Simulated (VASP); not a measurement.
# GaAs (F-43m) in VASP: G0W0 quasiparticle levels with LDA

Aim: the G0W0 quasiparticle levels of GaAs with LDA.

Program: VASP 6.6.1. These are calculated values, not measurements. Logs are shortened: lines on timing, memory, paths and dates and some standing lists are left out, and cuts for length are marked.

## Step 1: The cell of the first run

The structure is cubic, space group F-43m (No. 216). The conventional cell has a = 5.666 Å, b = 5.666 Å, c = 5.666 Å, α = 90.00°, β = 90.00°, γ = 90.00°. Within 3.2 Å of Ga (site symmetry -43m) lie 4 As at 2.45 Å. As (site symmetry -43m) has 4 Ga at 2.45 Å within 3.2 Å.

## Step 2: G0W0 quasiparticle levels, LDA

Input file POSCAR:

```
GaAs
1.0
    0.0000000000      2.8330831925      2.8330831925
    2.8330831925      0.0000000000      2.8330831925
    2.8330831925      2.8330831925      0.0000000000
Ga As
1 1
Direct
    0.0000000000      0.0000000000      0.0000000000
    0.2500000000      0.2500000000      0.2500000000
```

Input file INCAR.step1:

```
PREC = Accurate ; ENCUT = 500
EDIFF = 1E-8 ; ISMEAR = 0
SIGMA = 0.01 ; LREAL = False
LASPH = True ; NELM = 100
ALGO = Normal ; LWAVE = True
LCHARG = False
```

Input file INCAR.step2:

```
PREC = Accurate ; ENCUT = 500
EDIFF = 1E-8 ; ISMEAR = 0
SIGMA = 0.01 ; LREAL = False
LASPH = True ; NELM = 1
ALGO = Exact ; LWAVE = True
LCHARG = False ; NBANDS = 180
LOPTICS = True ; ISTART = 1
```

Input file INCAR.step3:

```
PREC = Accurate ; ENCUT = 500
EDIFF = 1E-8 ; ISMEAR = 0
SIGMA = 0.01 ; LREAL = False
LASPH = True ; ALGO = EVGW0
LWAVE = False ; LCHARG = False
NELMGW = 1 ; NBANDS = 180
ENCUTGW = 140.0 ; NOMEGA = 96
PRECFOCK = Fast ; ISTART = 1
NBANDSGW = 17 ; OMEGAMAX = 20
```

Input file KPOINTS:

```
Automatic mesh
0
Gamma
  4 4 4
```

Potentials or basis: VASP PAW LDA potentials, release 64 (Ga_d_GW, As_GW).

The run is started by

```bash
cat potpaw_LDA.64/Ga_d_GW/POTCAR potpaw_LDA.64/As_GW/POTCAR > POTCAR
cp INCAR.step1 INCAR
mpirun -np 1 vasp_std > vasp.out
cp INCAR.step2 INCAR
mpirun -np 1 vasp_std > vasp.out
cp INCAR.step3 INCAR
mpirun -np 1 vasp_std > vasp.out
```

OUTCAR:

```text
PREC = Accurate
   ENCUT = 500
   EDIFF = 1E-8
   ISMEAR = 0
   LREAL = False
   LASPH = True
   NELMGW = 1
   ENCUTGW = 140.0
   PRECFOCK = Fast
   ISTART = 1

 ion  position               nearest neighbor table
   1  0.000  0.000  0.000-   2 2.45   2 2.45   2 2.45   2 2.45
   2  0.250  0.250  0.250-   1 2.45   1 2.45   1 2.45   1 2.45

  LATTYP: Found a face centered cubic cell.
 ALAT       =     5.6661663850

  Lattice vectors:

 A1 = (   0.0000000000,   2.8330831925,   2.8330831925)
 A2 = (   2.8330831925,   0.0000000000,   2.8330831925)
 A3 = (   2.8330831925,   2.8330831925,   0.0000000000)

Analysis of symmetry for initial positions (statically):
=====================================================================
 Subroutine PRICEL returns:
 Original cell was already a primitive cell.

 Routine SETGRP: Setting up the symmetry group for a
 face centered cubic supercell.

 Subroutine GETGRP returns: Found 24 space group operations
 (whereof 24 operations were pure point group operations)
 out of a pool of 48 trial point group operations.

The static configuration has the point symmetry T_d .

Analysis of symmetry for dynamics (positions and initial velocities):
=====================================================================
 Subroutine PRICEL returns:
 Original cell was already a primitive cell.

 Routine SETGRP: Setting up the symmetry group for a
 face centered cubic supercell.

 Subroutine GETGRP returns: Found 24 space group operations
 (whereof 24 operations were pure point group operations)
 out of a pool of 48 trial point group operations.

The dynamic configuration has the point symmetry T_d .

 Subroutine INISYM returns: Found 24 space group operations
 (whereof 24 operations are pure point group operations),
 and found     1 'primitive' translations

----------------------------------------------------------------------------------------

                                     Primitive cell

  volume of cell :      45.4787

  direct lattice vectors                    reciprocal lattice vectors
[... 45 lines left out ...]
  0.250000  0.000000  0.000000      8.000000
  0.500000  0.000000  0.000000      4.000000
  0.250000  0.250000  0.000000      6.000000
  0.500000  0.250000  0.000000     24.000000
 -0.250000  0.250000  0.000000     12.000000
  0.500000  0.500000  0.000000      3.000000
 -0.250000  0.500000  0.250000      6.000000
   k-points           NKPTS =      8   k-points in BZ     NKDIM =     64   number of bands    NBANDS=    180
   number of dos      NEDOS =    301   number of ions     NIONS =      2
   total plane-waves  NPLWV =  27000
   dimension x,y,z NGX =    30 NGY =   30 NGZ =   30
   dimension x,y,z NGXF=    60 NGYF=   60 NGZF=   60
   ions per type =               1   1
   NGX,Y,Z   is equivalent  to a cutoff of  12.45, 12.45, 12.45 a.u.
   NGXF,Y,Z  is equivalent  to a cutoff of  24.90, 24.90, 24.90 a.u.
 SYSTEM =  unknown system
   PREC   = accura    normal or accurate (medium, high low for compatibility)
   ISTART =      1    job   : 0-new  1-cont  2-samecut
   ICHARG =      0    charge: 1-file 2-atom 10-const
   ISPIN  =      1    spin polarized calculation?
   LNONCOLLINEAR =      F non collinear calculations
   LSORBIT =      F    spin-orbit coupling
   LASPH  =      T    aspherical Exc in radial PAW
   ENCUT  =  500.0 eV  36.75 Ry    6.06 a.u.   7.30  7.30  7.30*2*pi/ulx,y,z
   NELM   =     60;   NELMIN=  2; NELMDL=  0     # of ELM steps
   EDIFF  = 0.1E-07   stopping-criterion for ELM
   LREAL  =      F    real-space projection
   EDIFFG = 0.1E-06   stopping-criterion for IOM
   NSW    =      0    number of steps for IOM
   IBRION =     -1    ionic relax: 0-MD 1-quasi-New 2-CG
   NFREE  =      0    steps in history (QN), initial steepest desc. (CG)
   ISIF   =      0    stress and relaxation
   ISYM   =      3    0-nonsym 1-usesym 2-fastsym
   POTIM  = 0.5000    time-step for ionic-motion
   TEBEG  =    0.0;   TEEND  =   0.0 temperature during run
   PSTRESS=    0.0 pullay stress
   NELECT =      18.0000    total number of electrons
   NUPDOWN=      -1.0000    fix difference up-down
   EMIN   =  10.00;   EMAX   =-10.00  energy-range for DOS
   EFERMI =   0.00;   METHOD = LEGACY
   ISMEAR =     0;   SIGMA  =   0.01  broadening in eV -4-tet -1-fermi 0-gaus
   EFERMI_NEDOS =   21; number of points for ismear=-14 and -15
   IALGO  =     38    algorithm
   IMIX   =      4    mixing-type and parameters
     AMIX     =   0.40;   BMIX     =  1.00
     AMIX_MAG =   1.60;   BMIX_MAG =  1.00
  volume/ion in A,a.u.               =      22.74       153.45
  Fermi-wavevector in a.u.,A,eV,Ry     =   1.201978  2.271408 19.657016  1.444750
  Thomas-Fermi vector in A             =   2.337772
   LORBIT       =      0    0 simple, 1 ext, 2 COOP (PROOUT), +10 PAW based schemes
   GGA     = CA    functional components
   LHFCALC =     T    Hartree Fock is set to
   PRECFOCK=fast      Normal, Fast or Accurate (Low or Medium for compatibility)
   ENCUT4O =  -1.0   cutoff for four orbital integrals eV
   NKREDX  =     1    reduce k-point grid by
   NKREDY  =     1    reduce k-point grid by
   NKREDZ  =     1    reduce k-point grid by
   AEXX    =    1.0000 exact exchange contribution
   HFSCREEN=    0.0000 screening length (either q_TF or 0.3 A-1)
   HFSCREENC=   0.0000 screening length for correlation (either q_TF or 0.3 A-1)
   ENCUTFOCK=  -1.0 apply spherical cutoff to Coloumb kernel
   IVDW    =     0    specifies the selected vdW correction
   LEPSILON=     F    determine dielectric tensor
   LRPA    =     F    only Hartree local field effects (RPA)
   LRPAFORCE           =     F    calculate RPA forces
   ENCUTGW             = 140.0    cutoff for response function in eV
   ENCUTGWSOFT         = 112.0    soft cutoff for Coulomb kernel in GW response function in eV
   ENCUTLF             =  -1.0    cutoff for local field effects
   NELMGW              =     1    number of iterations in solving QP/BSE equation
   NELMHF              =     1    number of iterations in the inner HF iteration
   NKREDLFX            =     1    NKREDLFY  =   1   NKREDLFZ  =   1
 non-spin polarized calculation
 Gauss-broadening in eV      SIGMA  =   0.01
  energy-cutoff  :      500.00
  volume of cell :       45.48
 maximum number of plane-waves:      1174
 NGX is ok and might be reduce to    30
  NGX = 18; NGY = 18; NGZ = 18
   NGX = 15   NGY = 15   NGZ = 15
 maximum number of plane-waves:       176
 NGX is ok and might be reduce to    18

 QP shifts <psi_nk| G(iteration)W_0 |psi_nk>: iteration 1
 for sc-GW calculations column KS-energies equals QP-energies in previous step
 and V_xc(KS)=  KS-energies - (<T + V_ion + V_H > + <T+V_H+V_ion>^1  + <V_x>^1)

 k-point   1 :       0.0000    0.0000    0.0000
  band No.  KS-energies  QP-energies   sigma(KS)   V_xc(KS)     V^pw_x(r,r')   Z            occupation Imag(sigma)

      1     -11.2855     -13.4170     -25.0544     -21.8677     -35.0430       0.6689       2.0000       0.2013
      2     -11.2855     -13.4170     -25.0544     -21.8677     -35.0430       0.6689       2.0000       0.2013
      3     -11.2855     -13.4170     -25.0544     -21.8677     -35.0430       0.6689       2.0000       0.2013
      4     -11.2107     -13.3682     -25.1767     -21.9624     -35.1385       0.6712       2.0000       0.1723
      5     -11.2107     -13.3682     -25.1767     -21.9624     -35.1385       0.6712       2.0000       0.1723
      6      -9.0304      -9.1747     -11.6783     -11.4421     -18.0763       0.6111       2.0000       0.8573
[... 143 lines left out ...]
      3     -11.2429     -13.3908     -25.1364     -21.9400     -35.1332       0.6720       2.0000       0.1954
      4     -11.2211     -13.3770     -25.1535     -21.9439     -35.1187       0.6717       2.0000       0.1744
      5     -11.2067     -13.3638     -25.1756     -21.9666     -35.1455       0.6722       2.0000       0.1723
      6      -6.4848      -6.6526     -12.9598     -12.7165     -18.5460       0.6894       2.0000       0.6562
[... 9 lines left out ...]
     16      16.8007      16.9715      -9.5984      -9.8273      -3.3702       0.7463       0.0000      -0.6039
     17      17.2459      17.4102     -10.0305     -10.2547      -3.5528       0.7328       0.0000      -0.6139
```

OUTCAR.step1:

```text
PREC = Accurate
   ENCUT = 500
   EDIFF = 1E-8
   ISMEAR = 0
   LREAL = False
[... 330 lines left out ...]
      0.00000      0.00000      0.00000         0.000000      0.000000      0.000000
      1.41654      1.41654      1.41654        -0.000000     -0.000000     -0.000000
 -----------------------------------------------------------------------------------
    total drift:                               -0.000000     -0.000000     -0.000000

  FREE ENERGIE OF THE ION-ELECTRON SYSTEM (eV)
  ---------------------------------------------------
  free  energy   TOTEN  =        -9.4450213563 eV

  energy  without entropy=       -9.4450213563  energy(sigma->0) =       -9.44502136
```

Wall time 2.6 min (1 thread of Intel Xeon 6975P-C (Granite Rapids), shared host); peak memory 0.48 GiB.

What came out:

| Property | Result |
| --- | --- |
| Quasiparticle gap | 1.23 eV |
| Least direct quasiparticle gap | 1.23 eV |
| Band gap of the starting levels on the mesh | 0.26 eV |
| Least direct gap of the starting levels on the mesh | 0.26 eV |

Caveat: the k points lie up to 0.48 Å⁻¹ apart; bands, screening cutoff and mesh are small and nothing is extrapolated, so the quasiparticle values aren't converged.
